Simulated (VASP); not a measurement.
SnO:

```
Sn O
1.0
     3.32196    0.00000    0.00000
     0.00000    3.32196    0.00000
     0.00000    0.00000    3.32196
Sn O
1 1
Direct
  0.50000 0.50000 0.50000
  0.00000 0.00000 0.00000
```

```yaml
Program: VASP 6.6.1
Task: relaxation of cell and atoms
Functional: PBE
Potentials_or_basis: VASP PAW PBE potentials, release 64 (Sn_d, O)
Cutoff: 600 eV
k_mesh: 6 × 6 × 6
Occupations: gaussian, width 0.1 eV
Spin: no spin polarisation
```

At the start: pressure -11.8 GPa; volume 18.33 Å³/atom.

Q: Where does the relaxation end?

A: Over 3 steps the energy falls by 127.2 meV/atom and the volume is 15.38 Å³/atom (-16.1 %); space group Pm-3m (No. 221, to 0.05 Å).

Step by step:
```csv
step,energy change (eV),largest force (eV/Å),pressure (GPa),volume (Å³)
1,0.0000,0.0000,-11.80,36.66
2,-0.2471,0.0000,2.89,29.95
3,-0.2544,0.0000,0.07,30.76
```

Final structure:
```xyz
2
Lattice="3.1334 0.0000 0.0000 0.0000 3.1334 0.0000 0.0000 0.0000 3.1334" Properties=species:S:1:pos:R:3 pbc="T T T"
Sn    1.5667    1.5667    1.5667
O     0.0000    0.0000    0.0000
```

Caveat: the volume moved by over 15 % at a fixed basis, so the end points are rough.
